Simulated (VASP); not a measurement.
Runs of VASP 6.6.1 on GaBiSe4. The structure is that of space group P6/mmm (No. 191), or close to it. The cells are those of the table. 

```csv
task,cell,k mesh,cutoff (eV),gap on the mesh (eV),pressure (GPa)
single point,"a = 4.805, b = 4.805, c = 7.504 Å, angles 90.0, 90.0, 120.0°, 6 atoms",6 × 6 × 2,520,none,(a)
single point,"a = 4.215, b = 4.215, c = 8.763 Å, angles 90.0, 90.0, 120.0°, 6 atoms",6 × 6 × 2,520,none,14.4
single point,"a = 4.803, b = 4.803, c = 7.515 Å, angles 90.0, 90.0, 120.0°, 6 atoms",12 × 12 × 6,520,none,0.0
relaxation of cell and atoms,"relaxed from a = 4.215, b = 4.215, c = 8.763 Å, angles 90.0, 90.0, 120.0°, 6 atoms",6 × 6 × 2,600,none,-0.1
```

Alike in all rows: level PBE; potentials or basis VASP PAW PBE potentials, release 64 (Ga_d, Bi_d, Se); no spin polarisation; smearing gaussian 0.1 eV.

**Question.** Fill in the values left out.

**Answer.** (a) 0.2.

Caveats: some runs use coarse meshes; spin-orbit coupling is left out, which moves the levels of the heavy elements.

A k mesh can miss the band edges, and the runs leave out spin-orbit coupling on Bi, Ga, Se.

A gap of «none» marks levels without a gap at the run's occupations.
